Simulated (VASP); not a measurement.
Input of a VASP 6.6.1 run:

The input INCAR:

```
ALGO = Normal ; EDIFF = 1E-7
ENCUT = 520 ; GGA = PE
ISIF = 2 ; ISMEAR = -1
LASPH = T ; LCHARG = F
LREAL = F ; LWAVE = F
NBANDS = 50 ; NELM = 80
PREC = Accurate ; SIGMA = 0.02
```

KPOINTS

```
k-points
0
Gamma
  2 6 6
```

The input POSCAR:

```
SnSe
1.0
   11.8566505072      0.0000000000      0.0000000000
    0.0000000000      4.1707685649      0.0000000000
    0.0000000000      0.0000000000      4.6323153007
Sn Se
4 4
Direct
    0.6228570554      0.7500000000      0.3828628516
    0.8771429446      0.2500000000      0.8828628516
    0.3771429446      0.2500000000      0.6171371484
    0.1228570554      0.7500000000      0.1171371484
    0.1489717077      0.2500000000      0.5090710803
    0.6489717077      0.2500000000      0.9909289197
    0.3510282923      0.7500000000      0.0090710803
    0.8510282923      0.7500000000      0.4909289197
```

Potentials or basis: VASP PAW PBE potentials, release 64 (Sn_d, Se).

Command:

```bash
$ cat potpaw_PBE.64/Sn_d/POTCAR potpaw_PBE.64/Se/POTCAR > POTCAR
$ mpirun -np 1 vasp_std > vasp.out
```

Q: What does it give for the pressure?

A: 0.9 GPa.

Q: What does it give for the band gap on the k mesh?

A: 0.81 eV (least direct gap 1.08 eV).

Q: Estimate the largest force.

A: 0.244 eV/Å.

Forces in eV/Å, atoms in the order of the input:
```
Sn  -0.183  0.000  0.161
Sn   0.183  0.000  0.161
Sn   0.183  0.000 -0.161
Sn  -0.183  0.000 -0.161
Se  -0.141  0.000  0.169
Se  -0.141  0.000 -0.169
Se   0.141  0.000  0.169
Se   0.141  0.000 -0.169
```

Caveat: the cell differs from its parent crystal (epitaxial xy strain +1.0%); spin-orbit coupling is left out, which moves the levels of the heavy elements. A k mesh can miss the band edges.
